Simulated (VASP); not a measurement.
# Ta (Im-3m) in VASP: further runs, part 2 of 2

VASP 6.6.1. The steps go on from the part before.

## 3. Single point, LDA

This run uses another cell than the first one, of 17.21 Å³/atom, 1.005 times its volume.

Contents of INCAR:

```
SYSTEM = Ta
PREC = Accurate
ENCUT = 520
EDIFF = 1E-7
ISMEAR = 0
SIGMA = 0.1
LREAL = .FALSE.
LASPH = .TRUE.
NELM = 60
ALGO = Fast
ISIF = 2
LWAVE = .FALSE.
LCHARG = .FALSE.
GGA = CA
NBANDS = 12
```

Contents of KPOINTS:

```
Automatic mesh
0
G
  16 16 16
  0 0 0
```

Contents of POSCAR:

```
Ta
1.0
   -1.6263503647      1.6263503647      1.6263503647
    1.6263503647     -1.6263503647      1.6263503647
    1.6263503647      1.6263503647     -1.6263503647
Ta
1
Direct
    0.0000000000      0.0000000000      0.0000000000
```

Potentials or basis: VASP PAW LDA potentials, release 64 (Ta_pv).

Command:

```
> cat potpaw_LDA.64/Ta_pv/POTCAR > POTCAR
> mpirun -np 1 vasp_std > vasp.out
```

OUTCAR:

```text
SYSTEM = Ta
   PREC = Accurate
   ENCUT = 520
   EDIFF = 1E-7
   ISMEAR = 0
   LREAL = .FALSE.
   LASPH = .TRUE.
   NELM = 60
   ISIF = 2
   GGA = CA

 ion  position               nearest neighbor table
   1  0.000  0.000  0.000-

  LATTYP: Found a body centered cubic cell.
 ALAT       =     3.2527007294

  Lattice vectors:

 A1 = (  -1.6263503647,   1.6263503647,   1.6263503647)
 A2 = (   1.6263503647,  -1.6263503647,   1.6263503647)
 A3 = (   1.6263503647,   1.6263503647,  -1.6263503647)
[... 540 lines left out ...]
     12      22.0075      0.00000

 [... further k-points ...]

------------------------ aborting loop because EDIFF is reached ----------------------------------------

  FORCE on cell =-STRESS in cart. coord.  units (eV):
  Direction    XX          YY          ZZ          XY          YZ          ZX
  --------------------------------------------------------------------------------------
  -------------------------------------------------------------------------------------
  Total        0.0935594      0.0935594      0.0935594     -0.0000000     -0.0000000      0.0000000
  in kB        8.7115526      8.7115526      8.7115526     -0.0000000     -0.0000000      0.0000000
  external PRESSURE =       8.7115526 kB  Pullay stress =       0.0000000 kB

 VOLUME and BASIS-vectors are now :
 -----------------------------------------------------------------------------
  energy-cutoff  :      520.00
  volume of cell :       17.21
      direct lattice vectors                 reciprocal lattice vectors
    -1.626350365  1.626350365  1.626350365     0.000000000  0.307436830  0.307436830
     1.626350365 -1.626350365  1.626350365     0.307436830  0.000000000  0.307436830
     1.626350365  1.626350365 -1.626350365     0.307436830  0.307436830  0.000000000

 POSITION                                       TOTAL-FORCE (eV/Angst)
 -----------------------------------------------------------------------------------
      0.00000      0.00000      0.00000        -0.000000      0.000000      0.000000
 -----------------------------------------------------------------------------------
    total drift:                                0.000000      0.000000      0.000000

  FREE ENERGIE OF THE ION-ELECTRON SYSTEM (eV)
  ---------------------------------------------------
  free  energy   TOTEN  =       -12.8272071386 eV

  energy  without entropy=      -12.8197001530  energy(sigma->0) =      -12.82345365
```

Run time: 17 s. Hardware: 1 thread of Intel Xeon Platinum 8488C (Sapphire Rapids), shared host; peak memory 0.15 GiB.

Results:

| Item | Value |
| --- | --- |
| Free energy | -12.8272 eV |
| Pressure | 0.9 GPa |

Caveat: spin-orbit coupling is left out, which moves the levels of the heavy elements.

## 4. Single point, LDA

This run uses another cell than the first one, of 17.25 Å³/atom, 1.008 times its volume.

Contents of INCAR:

```
PREC     = Accurate       # precision mode
ENCUT    = 520            # plane-wave cutoff, eV
EDIFF    = 1E-6           # SCF threshold, eV
ISMEAR   = -1             # smearing method
SIGMA    = 0.15           # smearing width, eV
LREAL    = F              # projectors in reciprocal space
LASPH    = T              # aspherical terms in the spheres
NELM     = 100            # most SCF steps
ALGO     = Normal         # electronic algorithm
ISIF     = 2              # what is computed and relaxed
LWAVE    = F              # write WAVECAR
LCHARG   = F              # write CHGCAR
GGA      = CA             # functional
NBANDS   = 12             # bands
```

Contents of KPOINTS:

```
regular mesh
0
Gamma
  16 16 16
```

Contents of POSCAR:

```
Ta
1.0
   -1.6277989836      1.6277989836      1.6277989836
    1.6277989836     -1.6277989836      1.6277989836
    1.6277989836      1.6277989836     -1.6277989836
Ta
1
Direct
    0.0000000000      0.0000000000      0.0000000000
```

Command:

```
> cat potpaw_LDA.64/Ta_pv/POTCAR > POTCAR
> mpirun -np 1 vasp_std > vasp.out
```

Wall time 14 s (1 thread of Intel Xeon Platinum 8488C (Sapphire Rapids), shared host); peak memory 0.15 GiB.

It converged, with:

```
Free energy : -12.8737 eV
Pressure    : 0.9 GPa
```

Levels at points of the mesh, in eV from the Fermi level:
```tsv
k point	band 3	band 4	band 5	band 6	band 7	band 8	band 9	band 10
(0.00, 0.00, 0.00)	-32.75	-8.03	0.64	0.64	0.64	4.05	4.05	13.81
(0.50, 0.00, 0.00)	-32.76	-4.60	-1.74	1.92	3.97	5.03	8.15	12.20
(0.50, 0.50, 0.50)	-33.71	-4.11	-4.11	7.12	7.12	7.12	9.12	9.12
```

Caveat: spin-orbit coupling is left out, which moves the levels of the heavy elements.

## 5. Relaxation of cell and atoms, LDA

Contents of INCAR:

```
SYSTEM = Ta
PREC = Accurate ; ENCUT = 600
EDIFF = 1E-6 ; ISMEAR = 0
SIGMA = 0.1 ; LREAL = .FALSE.
LASPH = .TRUE. ; NELM = 80
ALGO = Fast ; ISIF = 3
LWAVE = .FALSE. ; LCHARG = .FALSE.
GGA = CA ; IBRION = 2
NSW = 100 ; EDIFFG = -0.002
```

Contents of KPOINTS:

```
Automatic mesh
0
G
  16 16 16
  0 0 0
```

Contents of POSCAR:

```
Ta
1.0
   -1.6234849722      1.6234849722      1.6234849722
    1.6234849722     -1.6234849722      1.6234849722
    1.6234849722      1.6234849722     -1.6234849722
Ta
1
Direct
    0.0000000000      0.0000000000      0.0000000000
```

Command:

```
> cat potpaw_LDA.64/Ta_pv/POTCAR > POTCAR
> mpirun -np 1 vasp_std > vasp.out
```

Wall time 55 s (1 thread of Intel Xeon Platinum 8488C (Sapphire Rapids), shared host); peak memory 0.16 GiB.

The run converged. Its results:

- Free energy: -12.8275 eV
- Relaxed volume: 17.27 Å³/atom
- Relaxed cell: a = 2.820 Å, b = 2.820 Å, c = 2.820 Å, α = 109.47°, β = 109.47°, γ = 109.47°
- Space group after relaxing (to 0.05 Å): Im-3m (No. 229)
- Energy gained by relaxing: 1.0 meV/atom
- Ionic steps: 11
- Pressure after relaxing: 0.0 GPa

The path:
| step | energy change (eV) | largest force (eV/Å) | pressure (GPa) | volume (Å³) |
| --- | --- | --- | --- | --- |
| 1 | 0.0000 | 0.0000 | 2.06 | 17.12 |
| 2 | 0.0047 | 0.0000 | -4.71 | 17.67 |
| 3 | -0.0010 | 0.0000 | 0.07 | 17.28 |
| 4 | -0.0010 | 0.0000 | -0.12 | 17.29 |
| 5 | -0.0010 | 0.0000 | 0.23 | 17.26 |
| 6 | -0.0010 | 0.0000 | 0.04 | 17.28 |
| 7 | -0.0010 | 0.0000 | 0.02 | 17.28 |
| 8 | -0.0010 | 0.0000 | -0.08 | 17.28 |
| 9 | -0.0010 | 0.0000 | -0.06 | 17.28 |
| 10 | -0.0010 | 0.0000 | -0.06 | 17.28 |
| 11 | -0.0010 | 0.0000 | 0.02 | 17.27 |

Final structure:
```
CELL_PARAMETERS angstrom
-1.62840 1.62840 1.62840
1.62840 -1.62840 1.62840
1.62840 1.62840 -1.62840
ATOMIC_POSITIONS crystal
Ta 0.00000 0.00000 0.00000
```

Levels at points of the mesh, in eV from the Fermi level:
```
           k point  band 3  band 4  band 5  band 6  band 7  band 8
(0.00, 0.00, 0.00)  -32.72   -7.99    0.68    0.68    0.68    4.09
(0.50, 0.00, 0.00)  -32.73   -4.55   -1.70    1.95    4.00    5.06
(0.50, 0.50, 0.50)  -33.67   -4.07   -4.07    7.14    7.14    7.14
```

Caveat: spin-orbit coupling is left out, which moves the levels of the heavy elements.

## 6. Relaxation of cell and atoms, LDA

This run uses another cell than the first one, of 17.21 Å³/atom, 1.005 times its volume.

Contents of INCAR:

```
PREC = Accurate ; ENCUT = 600
EDIFF = 1E-6 ; ISMEAR = -1
SIGMA = 0.15 ; LREAL = False
LASPH = True ; NELM = 80
ALGO = Normal ; ISIF = 3
LWAVE = False ; LCHARG = False
IBRION = 2 ; NSW = 80
EDIFFG = -0.001
```

Contents of KPOINTS:

```
Automatic mesh
0
Gamma
  16 16 16
```

Contents of POSCAR:

```
Ta
1.0
   -1.6263503647      1.6263503647      1.6263503647
    1.6263503647     -1.6263503647      1.6263503647
    1.6263503647      1.6263503647     -1.6263503647
Ta
1
Direct
    0.0000000000      0.0000000000      0.0000000000
```

Potentials or basis: VASP PAW LDA potentials, release 64 (Ta_pv).

Command:

```
> cat potpaw_LDA.64/Ta_pv/POTCAR > POTCAR
> mpirun -np 1 vasp_std > vasp.out
```

It took 66 s on 1 thread of Intel Xeon Platinum 8488C (Sapphire Rapids), shared host; peak memory 0.16 GiB.

It converged, with:

```yaml
Free_energy: -12.8740 eV
Relaxed_volume: 17.32 Å³/atom
Relaxed_cell: a = 2.823 Å, b = 2.823 Å, c = 2.823 Å, α = 109.47°, β = 109.47°, γ = 109.47°
Space_group_after_relaxing_to_0.05_Å: Im-3m (No. 229)
Energy_gained_by_relaxing: 0.5 meV/atom
Ionic_steps: 21
Pressure_after_relaxing: 0.0 GPa
```

The path:
| step | energy change (eV) | largest force (eV/Å) | pressure (GPa) | volume (Å³) |
| --- | --- | --- | --- | --- |
| 1 | 0.0000 | 0.0000 | 1.48 | 17.21 |
| 2 | 0.0025 | 0.0000 | -3.39 | 17.61 |
| 3 | -0.0005 | 0.0000 | -0.01 | 17.32 |
| 4 | -0.0005 | 0.0000 | -0.06 | 17.32 |
| 5 | -0.0004 | 0.0000 | 0.73 | 17.26 |
| 6 | -0.0005 | 0.0000 | 0.07 | 17.32 |
| 7 | -0.0005 | 0.0000 | 0.08 | 17.32 |
| 8 | -0.0005 | 0.0000 | 0.11 | 17.32 |
| 9 | -0.0005 | 0.0000 | 0.03 | 17.32 |
| 10 | -0.0005 | 0.0000 | 0.03 | 17.32 |
| 11 | -0.0005 | 0.0000 | 0.03 | 17.32 |
| 12 | -0.0005 | 0.0000 | 0.03 | 17.32 |
| 13 | -0.0005 | 0.0000 | 0.03 | 17.32 |
| 14 | -0.0005 | 0.0000 | 0.03 | 17.32 |
| 15 | -0.0005 | 0.0000 | 0.04 | 17.32 |
| 16 | -0.0005 | 0.0000 | 0.04 | 17.32 |
| 17 | -0.0005 | 0.0000 | -0.02 | 17.32 |
| 18 | -0.0005 | 0.0000 | -0.05 | 17.32 |
| 19 | -0.0005 | 0.0000 | -0.04 | 17.32 |
| 20 | -0.0005 | 0.0000 | -0.02 | 17.32 |
| 21 | -0.0005 | 0.0000 | -0.01 | 17.32 |

Final structure:
```
Ta
1.0
    -1.62998    1.62998    1.62998
     1.62998   -1.62998    1.62998
     1.62998    1.62998   -1.62998
Ta
1
Direct
  0.00000 0.00000 0.00000
```

Levels at points of the mesh, in eV from the Fermi level:
```tsv
k point	band 3	band 4	band 5	band 6	band 7	band 8	band 9
(0.00, 0.00, 0.00)	-32.77	-8.02	0.64	0.64	0.64	4.04	4.04
(0.50, 0.00, 0.00)	-32.78	-4.58	-1.73	1.90	3.95	5.01	8.11
(0.50, 0.50, 0.50)	-33.71	-4.09	-4.09	7.08	7.08	7.08	9.09
```

Caveat: spin-orbit coupling is left out, which moves the levels of the heavy elements.

## 7. Summary

| task | cell | k mesh | cutoff (eV) | smearing | gap on the mesh (eV) | pressure (GPa) | relaxed volume (Å³/atom) |
| --- | --- | --- | --- | --- | --- | --- | --- |
| single point | a = 2.812 Å, angles 109.5°, 1 atom | 8 × 8 × 8 | 520 | gaussian 0.1 eV | none | 1.0 | - |
| single point | a = 2.817 Å, angles 109.5°, 1 atom | 16 × 16 × 16 | 520 | gaussian 0.1 eV | none | 0.9 | - |
| single point | a = 2.819 Å, angles 109.5°, 1 atom | 16 × 16 × 16 | 520 | fermi-dirac 0.15 eV | none | 0.9 | - |
| relaxation of cell and atoms | relaxed from a = 2.812 Å, angles 109.5°, 1 atom | 16 × 16 × 16 | 600 | gaussian 0.1 eV | none | 0.0 | 17.27 |
| relaxation of cell and atoms | relaxed from a = 2.817 Å, angles 109.5°, 1 atom | 16 × 16 × 16 | 600 | fermi-dirac 0.15 eV | none | 0.0 | 17.32 |

Alike in all rows: level LDA; potentials or basis VASP PAW LDA potentials, release 64 (Ta_pv); no spin polarisation.

Caveats: spin-orbit coupling is left out, which moves the levels of the heavy elements.

Total energies depend on the potentials used, so only differences within one code and one set of settings carry meaning.
